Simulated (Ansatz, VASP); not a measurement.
GaN in VASP and in Ansatz

```
Ga N
1.0
     0.00000    2.27424    2.17190
     2.27424    0.00000    2.17190
     2.27424    2.27424    0.00000
Ga N
1 1
Direct
  0.00000 0.00000 0.00000
  0.75000 0.75000 0.75000
```

Change from the starting cell: strain -0.0450 x Voigt [0, 0, 1, 0, 0, 0], atoms carried along.

Alike in both runs: task single point; functional PBE; k mesh 10 × 10 × 10; occupations gaussian, width 0.05 eV; no spin polarisation.

|  | VASP | Ansatz |
| --- | --- | --- |
| version | VASP 6.6.1 | Ansatz 0.2.0 |
| potentials or method | VASP PAW PBE potentials, release 64 (Ga_d, N), cutoff 520 eV | scalar-relativistic, plane waves, PAW |
| valence electrons in the cell | 18 | 18 |

|  | VASP | Ansatz | Ansatz less VASP |
| --- | --- | --- | --- |
| gap on the k mesh at the Fermi level (eV) | 1.71 | 1.70 | -0.009 |
| least direct gap on the mesh (eV) | 1.71 | 1.70 | -0.009 |
| pressure (GPa) | 8.7 | 8.6 | -0.04 |
| traceless stress, the component that is largest in VASP (GPa) | 3.25 | 3.23 | -0.015 |
